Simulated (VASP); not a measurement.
# LiF in VASP: notebook

The runs below take LiF through single point, with PBE, r2SCAN.

All numbers are computed with VASP 6.6.1; they aren't measurements. Logs are shortened: lines on timing, memory, paths and dates and some standing lists are left out, and cuts for length are marked.

## Step 1: The cell of the first run

The structure is tetragonal, space group I-4m2 (No. 119). The conventional cell has a = 2.984 Å, b = 2.984 Å, c = 4.289 Å, α = 90.00°, β = 90.00°, γ = 90.00°. Li (site symmetry -4m2) has 4 F at 1.84 Å within 2.4 Å. Within 2.4 Å of F (site symmetry -4m2) lie 4 Li at 1.84 Å.

## Step 2: Single point, PBE (biaxial xy strain -1.6%)

Contents of INCAR:

```
SYSTEM = LiF
PREC     = Accurate       ! precision mode
ENCUT    = 520            ! plane-wave cutoff, eV
EDIFF    = 1E-6           ! SCF threshold, eV
ISMEAR   = -1             ! smearing method
SIGMA    = 0.02           ! smearing width, eV
LREAL    = .FALSE.        ! projectors in reciprocal space
LASPH    = .TRUE.         ! aspherical terms in the spheres
NELM     = 80             ! most SCF steps
ALGO     = Normal         ! electronic algorithm
ISIF     = 2              ! what is computed and relaxed
LWAVE    = .FALSE.        ! write WAVECAR
LCHARG   = .FALSE.        ! write CHGCAR
GGA      = PE             ! functional
NBANDS   = 12             ! bands
```

Contents of KPOINTS:

```
Automatic mesh
0
G
  10 10 10
  0 0 0
```

Contents of POSCAR:

```
LiF
1.0
    0.0000000000      2.1100823200      2.1446105498
    2.1100823200      0.0000000000      2.1446105498
    2.1100823200      2.1100823200      0.0000000000
Li F
1 1
Direct
    0.0000000000      0.0000000000      0.0000000000
    0.2500000000      0.2500000000      0.2500000000
```

Potentials or basis: VASP PAW PBE potentials, release 64 (Li_sv, F).

The run is started by

```
> cat potpaw_PBE.64/Li_sv/POTCAR potpaw_PBE.64/F/POTCAR > POTCAR
> mpirun -np 1 vasp_std > vasp.out
```

OUTCAR:

```text
SYSTEM = LiF
   PREC = Accurate
   ENCUT = 520
   EDIFF = 1E-6
   ISMEAR = -1
   LREAL = .FALSE.
   LASPH = .TRUE.
   NELM = 80
   ISIF = 2
   GGA = PE

 ion  position               nearest neighbor table
   1  0.000  0.000  0.000-   2 1.84   2 1.84   2 1.84   2 1.84
   2  0.250  0.250  0.250-   1 1.84   1 1.84   1 1.84   1 1.84

  LATTYP: Found a body centered tetragonal cell.
 ALAT       =     2.9841070347
 C/A-ratio  =     1.4373549775

  Lattice vectors:

 A1 = (  -2.1100823200,   0.0000000000,   2.1446105498)
 A2 = (   2.1100823200,   0.0000000000,   2.1446105498)
 A3 = (   0.0000000000,   2.1100823200,  -2.1446105498)

Analysis of symmetry for initial positions (statically):
=====================================================================
 Subroutine PRICEL returns:
 Original cell was already a primitive cell.

 Routine SETGRP: Setting up the symmetry group for a
 body centered tetragonal supercell.

 Subroutine GETGRP returns: Found  8 space group operations
 (whereof  8 operations were pure point group operations)
 out of a pool of 16 trial point group operations.

The static configuration has the point symmetry D_2d.

Analysis of symmetry for dynamics (positions and initial velocities):
=====================================================================
 Subroutine PRICEL returns:
 Original cell was already a primitive cell.

 Routine SETGRP: Setting up the symmetry group for a
 body centered tetragonal supercell.

 Subroutine GETGRP returns: Found  8 space group operations
 (whereof  8 operations were pure point group operations)
 out of a pool of 16 trial point group operations.

The dynamic configuration has the point symmetry D_2d.

 Subroutine INISYM returns: Found  8 space group operations
 (whereof  8 operations are pure point group operations),
 and found     1 'primitive' translations

----------------------------------------------------------------------------------------

                                     Primitive cell

  volume of cell :      19.0975

  direct lattice vectors                    reciprocal lattice vectors
     0.000000000  2.110082320  2.144610550    -0.236957580  0.236957580  0.233142563
     2.110082320  0.000000000  2.144610550     0.236957580 -0.236957580  0.233142563
     2.110082320  2.110082320  0.000000000     0.236957580  0.236957580 -0.233142563

  length of vectors
     3.008621247  3.008621247  2.984107035     0.408231851  0.408231851  0.408231851

  position of ions in fractional coordinates (direct lattice)
     0.000000000  0.000000000  0.000000000
     0.250000000  0.250000000  0.250000000

  ion indices of the primitive-cell ions
   primitive index   ion index
                 1           1
                 2           2

----------------------------------------------------------------------------------------

 KPOINTS: Automatic mesh

Automatic generation of k-mesh.
 Grid dimensions read from file:
 generate k-points for:   10   10   10

 Generating k-lattice:

  Cartesian coordinates                     Fractional coordinates (reciprocal lattice)
    -0.023695758  0.023695758  0.023314256     0.100000000  0.000000000  0.000000000
     0.023695758 -0.023695758  0.023314256     0.000000000  0.100000000  0.000000000
     0.023695758  0.023695758 -0.023314256    -0.000000000 -0.000000000  0.100000000

  Length of vectors
     0.040823185  0.040823185  0.040823185

  Shift w.r.t. Gamma in fractional coordinates (k-lattice)
     0.000000000  0.000000000  0.000000000

 Subroutine IBZKPT returns following result:
 ===========================================

 Found    102 irreducible k-points:

 Following reciprocal coordinates:
            Coordinates               Weight
  0.000000  0.000000  0.000000      1.000000
  0.100000  0.000000  0.000000      8.000000
  0.200000  0.000000  0.000000      8.000000
  0.300000  0.000000  0.000000      8.000000
  0.400000  0.000000  0.000000      8.000000
  0.500000  0.000000  0.000000      4.000000
[... 16 lines left out ...]
  0.300000  0.300000  0.000000      2.000000
  0.400000  0.300000  0.000000      8.000000
 [... further k-points ...]
   k-points           NKPTS =    102   k-points in BZ     NKDIM =    102   number of bands    NBANDS=     12
   number of dos      NEDOS =    301   number of ions     NIONS =      2
   total plane-waves  NPLWV =  13824
   dimension x,y,z NGX =    24 NGY =   24 NGZ =   24
   dimension x,y,z NGXF=    48 NGYF=   48 NGZF=   48
   ions per type =               1   1
   NGX,Y,Z   is equivalent  to a cutoff of  13.26, 13.26, 13.37 a.u.
   NGXF,Y,Z  is equivalent  to a cutoff of  26.52, 26.52, 26.74 a.u.
 SYSTEM =  LiF
   PREC   = accura    normal or accurate (medium, high low for compatibility)
   ISTART =      0    job   : 0-new  1-cont  2-samecut
   ICHARG =      2    charge: 1-file 2-atom 10-const
   ISPIN  =      1    spin polarized calculation?
   LNONCOLLINEAR =      F non collinear calculations
   LSORBIT =      F    spin-orbit coupling
   LASPH  =      T    aspherical Exc in radial PAW
   ENCUT  =  520.0 eV  38.22 Ry    6.18 a.u.   5.59  5.59  5.55*2*pi/ulx,y,z
   NELM   =     80;   NELMIN=  2; NELMDL= -5     # of ELM steps
   EDIFF  = 0.1E-05   stopping-criterion for ELM
   LREAL  =      F    real-space projection
   EDIFFG = 0.1E-04   stopping-criterion for IOM
   NSW    =      0    number of steps for IOM
   IBRION =     -1    ionic relax: 0-MD 1-quasi-New 2-CG
   NFREE  =      0    steps in history (QN), initial steepest desc. (CG)
   ISIF   =      2    stress and relaxation
   ISYM   =      2    0-nonsym 1-usesym 2-fastsym
   POTIM  = 0.5000    time-step for ionic-motion
   TEBEG  =    0.0;   TEEND  =   0.0 temperature during run
   PSTRESS=    0.0 pullay stress
   NELECT =      10.0000    total number of electrons
   NUPDOWN=      -1.0000    fix difference up-down
   EMIN   =  10.00;   EMAX   =-10.00  energy-range for DOS
   EFERMI =   0.00;   METHOD = LEGACY
   ISMEAR =    -1;   SIGMA  =   0.02  broadening in eV -4-tet -1-fermi 0-gaus
   EFERMI_NEDOS =   21; number of points for ismear=-14 and -15
   IALGO  =     38    algorithm
   IMIX   =      4    mixing-type and parameters
     AMIX     =   0.40;   BMIX     =  1.00
     AMIX_MAG =   1.60;   BMIX_MAG =  1.00
  volume/ion in A,a.u.               =       9.55        64.44
  Fermi-wavevector in a.u.,A,eV,Ry     =   1.319519  2.493530 23.689529  1.741131
  Thomas-Fermi vector in A             =   2.449412
   LORBIT       =      0    0 simple, 1 ext, 2 COOP (PROOUT), +10 PAW based schemes
   GGA     = PE    functional components
   LHFCALC =     F    Hartree Fock is set to
   AEXX    =    0.0000 exact exchange contribution
   IVDW    =     0    specifies the selected vdW correction
   LEPSILON=     F    determine dielectric tensor
   LRPA    =     F    only Hartree local field effects (RPA)
 non-spin polarized calculation
  energy-cutoff  :      520.00
  volume of cell :       19.10
 maximum number of plane-waves:       532
 NGX is ok and might be reduce to    24
   NGX = 11   NGY = 11   NGZ = 11

 number of electron      10.0000000 magnetization

 number of electron       9.9999999 magnetization

 Free energy of the ion-electron system (eV)
  ---------------------------------------------------
  ext. energy  EPLUGINS =         0.00000000
  ---------------------------------------------------
  free energy    TOTEN  =        -9.60029653 eV

  energy without entropy =       -9.60029653  energy(sigma->0) =       -9.60029653

 E-fermi :  -1.7441     XC(G=0):  -9.0104

 val. band max:       -2.3671007339   @ k =   0.0000   0.0000   0.0000
 cond. band min:       5.7221728972   @ k =   0.0000   0.0000   0.0000
 fundamental gap:      8.0892736311
 Fermi energy:        -1.7441316096

 k-point     1 :       0.0000    0.0000    0.0000
  band No.  band energies     occupation
      1     -42.6274      2.00000
      2     -21.7693      2.00000
      3      -2.3962      2.00000
      4      -2.3671      2.00000
      5      -2.3671      2.00000
      6       5.7222      0.00000
      7      17.3981      0.00000
      8      17.3981      0.00000
      9      17.4076      0.00000
     10      25.9409      0.00000
     11      26.3831      0.00000
     12      26.3831      0.00000

 k-point     2 :       0.1000    0.0000    0.0000
  band No.  band energies     occupation
      1     -42.6232      2.00000
      2     -21.7518      2.00000
      3      -2.6092      2.00000
      4      -2.4152      2.00000
      5      -2.3925      2.00000
      6       6.0101      0.00000
      7      17.1757      0.00000
      8      17.4597      0.00000
      9      17.4730      0.00000
     10      24.6138      0.00000
     11      25.1128      0.00000
     12      25.1145      0.00000

 k-point     3 :       0.2000    0.0000    0.0000
  band No.  band energies     occupation
      1     -42.6120      2.00000
      2     -21.7047      2.00000
      3      -3.1744      2.00000
      4      -2.4909      2.00000
      5      -2.4578      2.00000
      6       6.7939      0.00000
      7      16.3609      0.00000
      8      17.4842      0.00000
      9      17.5714      0.00000
     10      23.7613      0.00000
     11      24.0953      0.00000
     12      24.3760      0.00000
[... 286 lines left out ...]
 k-point    23 :       0.3000    0.3000    0.0000
  band No.  band energies     occupation
      1     -42.5895      2.00000
      2     -21.6158      2.00000
      3      -3.4859      2.00000
      4      -2.9090      2.00000
      5      -2.9090      2.00000
      6       7.7683      0.00000
      7      15.6035      0.00000
      8      17.3911      0.00000
      9      17.3911      0.00000
     10      18.7351      0.00000
     11      26.9793      0.00000
     12      30.6787      0.00000

 k-point    24 :       0.4000    0.3000    0.0000
  band No.  band energies     occupation
      1     -42.5808      2.00000
      2     -21.5781      2.00000
      3      -3.7348      2.00000
      4      -3.0220      2.00000
      5      -2.9938      2.00000
      6       8.2757      0.00000
      7      14.4302      0.00000
      8      17.4470      0.00000
      9      17.5040      0.00000
     10      19.2917      0.00000
     11      26.5167      0.00000
     12      30.1465      0.00000

 [... further k-points ...]

------------------------ aborting loop because EDIFF is reached ----------------------------------------

  FORCE on cell =-STRESS in cart. coord.  units (eV):
  Direction    XX          YY          ZZ          XY          YZ          ZX
  --------------------------------------------------------------------------------------
  -------------------------------------------------------------------------------------
  Total        0.6152307      0.6152307      0.5842232      0.0000000      0.0000000      0.0000000
  in kB       51.6144519     51.6144519     49.0131012      0.0000000      0.0000000      0.0000000
  external PRESSURE =      50.7473350 kB  Pullay stress =       0.0000000 kB

 VOLUME and BASIS-vectors are now :
 -----------------------------------------------------------------------------
  energy-cutoff  :      520.00
  volume of cell :       19.10
      direct lattice vectors                 reciprocal lattice vectors
     0.000000000  2.110082320  2.144610550    -0.236957580  0.236957580  0.233142563
     2.110082320  0.000000000  2.144610550     0.236957580 -0.236957580  0.233142563
     2.110082320  2.110082320  0.000000000     0.236957580  0.236957580 -0.233142563

 POSITION                                       TOTAL-FORCE (eV/Angst)
 -----------------------------------------------------------------------------------
      0.00000      0.00000      0.00000         0.000000      0.000000      0.000000
      1.05504      1.05504      1.07231        -0.000000     -0.000000      0.000000
 -----------------------------------------------------------------------------------
    total drift:                                0.000000      0.000000      0.000000

  FREE ENERGIE OF THE ION-ELECTRON SYSTEM (eV)
  ---------------------------------------------------
  free  energy   TOTEN  =        -9.6002965274 eV

  energy  without entropy=       -9.6002965274  energy(sigma->0) =       -9.60029653
```

Wall time 27 s (1 thread of Intel Xeon 6975P-C, shared host); peak memory 0.14 GiB.

Results:

```yaml
Free_energy: -9.6003 eV
Band_gap_on_the_k_mesh: 8.09 eV, direct
```

Levels at points of the mesh, in eV from the valence-band top:
```
           k point  band 1  band 2  band 3  band 4  band 5  band 6  band 7  band 8  band 9  band 10
(0.00, 0.00, 0.00)  -40.26  -19.40   -0.03    0.00    0.00    8.09   19.77   19.77   19.77    28.31
(0.50, 0.00, 0.00)  -40.22  -19.21   -2.10   -0.31   -0.25   12.17   15.28   19.27   19.53    26.75
(0.50, 0.50, 0.00)  -40.20  -19.17   -1.49   -0.81   -0.81   10.68   16.13   20.00   20.00    22.14
(0.50, 0.00, 0.50)  -40.20  -19.14   -1.46   -0.88   -0.87   10.70   16.26   19.72   19.96    22.15
```

Caveat: the cell differs from its parent crystal (biaxial xy strain -1.6%); the cutoff is under 1.25 times the usual one of these potentials, so pressure, stress and relaxed cells hold a basis-set (Pulay) error. A k mesh can miss the band edges.

## Step 3: Single point, PBE (epitaxial 111 strain +1.5%)

Contents of INCAR:

```
SYSTEM = LiF
  PREC = Accurate
  ENCUT = 520
  EDIFF = 1E-7
  ISMEAR = -1
  SIGMA = 0.02
  LREAL = .FALSE.
  LASPH = .TRUE.
  NELM = 100
  ALGO = Normal
  ISIF = 2
  LWAVE = .FALSE.
  LCHARG = .TRUE.
  GGA = PE
  LELF = .TRUE.
  LVHAR = .TRUE.
  NBANDS = 12
```

KPOINTS is that of step 2.

Contents of POSCAR:

```
LiF
1.0
   -0.0353792650      2.1422582873      2.1422582873
    2.1422582873     -0.0353792650      2.1422582873
    2.1422582873      2.1422582873     -0.0353792650
Li F
1 1
Direct
   -0.0015124630     -0.0015124630     -0.0015124630
    0.2515124630      0.2515124630      0.2515124630
```

Potentials or basis: VASP PAW PBE potentials, release 64 (Li_sv, F).

The run is started by

```
> cat potpaw_PBE.64/Li_sv/POTCAR potpaw_PBE.64/F/POTCAR > POTCAR
> mpirun -np 1 vasp_std > vasp.out
```

It took 41 s on 1 thread of Intel Xeon 6975P-C, shared host; peak memory 0.15 GiB.

The run converged. Its results:

```
Free energy            : -9.6227 eV
Largest force          : 0.006 eV/Å
Band gap on the k mesh : 7.74 eV, direct
```

Forces on the atoms (eV/Å):
```
Li  -0.003 -0.003 -0.003
F    0.003  0.003  0.003
```

Levels at points of the mesh, in eV from the valence-band top:
```
           k point  band 1  band 2  band 3  band 4  band 5  band 6  band 7  band 8  band 9  band 10
(0.00, 0.00, 0.00)  -40.46  -19.36   -0.08   -0.08    0.00    7.74   19.08   19.08   19.61    27.67
(0.50, 0.00, 0.00)  -40.42  -19.19   -2.00   -0.32   -0.27   11.73   14.68   18.92   19.07    25.96
(0.50, 0.50, 0.00)  -40.41  -19.13   -1.43   -0.89   -0.78   10.47   15.76   19.08   19.39    21.31
(0.50, 0.50, 0.50)  -40.42  -19.16   -2.01   -0.36   -0.36   11.89   14.81   18.63   18.63    25.91
```

Caveat: the cell differs from its parent crystal (epitaxial 111 strain +1.5%); the cutoff is under 1.25 times the usual one of these potentials, so pressure, stress and relaxed cells hold a basis-set (Pulay) error. A k mesh can miss the band edges.

(Part 1 of 2 ends here.)
